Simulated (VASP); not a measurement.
Here is a VASP 6.6.1 calculation.

Contents of INCAR:

```
  ALGO = Normal
  DIPOL = 0.5 0.5 0.295
  EDIFF = 1E-6
  ENCUT = 520
  GGA = PE
  IDIPOL = 3
  ISIF = 2
  ISMEAR = 0
  IVDW = 12
  LASPH = True
  LCHARG = False
  LDIPOL = True
  LREAL = False
  LWAVE = False
  NBANDS = 69
  NELM = 60
  PREC = Accurate
  SIGMA = 0.1
```

Contents of KPOINTS:

```
k-points
0
Gamma
  5 5 1
```

Contents of POSCAR:

```
Ir12S
1.0
    5.4309029918      0.0000000000      0.0000000000
    0.0000000000      5.4309029918      0.0000000000
    0.0000000000      0.0000000000     21.0013955423
Ir S
12 1
Direct
    0.2500000000      0.2500000000      0.1904635333
    0.2500000000      0.7500000000      0.1904635333
    0.7500000000      0.2500000000      0.1904635333
    0.7500000000      0.7500000000      0.1904635333
    0.0000000000      0.0000000000      0.2785823619
    0.0000000000      0.5000000000      0.2785823619
    0.5000000000      0.0000000000      0.2785823619
    0.5000000000      0.5000000000      0.2785823619
    0.2500000000      0.2500000000      0.3667087517
    0.2500000000      0.7500000000      0.3667087517
    0.7500000000      0.2500000000      0.3667087517
    0.7500000000      0.7500000000      0.3667087517
    0.3333333333      0.3333333333      0.4857484600
```

Potentials or basis: VASP PAW PBE potentials, release 64 (Ir, S).

Launch:

```bash
$ cat potpaw_PBE.64/Ir/POTCAR potpaw_PBE.64/S/POTCAR > POTCAR
$ mpirun -np 1 vasp_std > vasp.out
```

Question: Predict the largest force.

Answer: 3.655 eV/Å.

Question: Predict the dispersion energy per atom.

Answer: -0.440 eV.

Question: Estimate the band gap on the k mesh.

Answer: Zero (bands 57 and 58 overlap by 1.15 eV).

Forces in eV/Å, atoms in the order of the input:
```
Ir  -0.047 -0.047  0.077
Ir  -0.041  0.028 -0.105
Ir   0.028 -0.041 -0.105
Ir  -0.081 -0.081 -0.235
Ir   0.136  0.136  0.286
Ir   0.189 -0.097  0.066
Ir  -0.097  0.189  0.066
Ir  -0.121 -0.121 -0.173
Ir   0.272  0.272  2.722
Ir  -0.020 -0.200  0.511
Ir  -0.200 -0.020  0.511
Ir   0.054  0.054  0.034
S   -0.071 -0.071 -3.654
```

Caveat: spin-orbit coupling is left out, which moves the levels of the heavy elements.
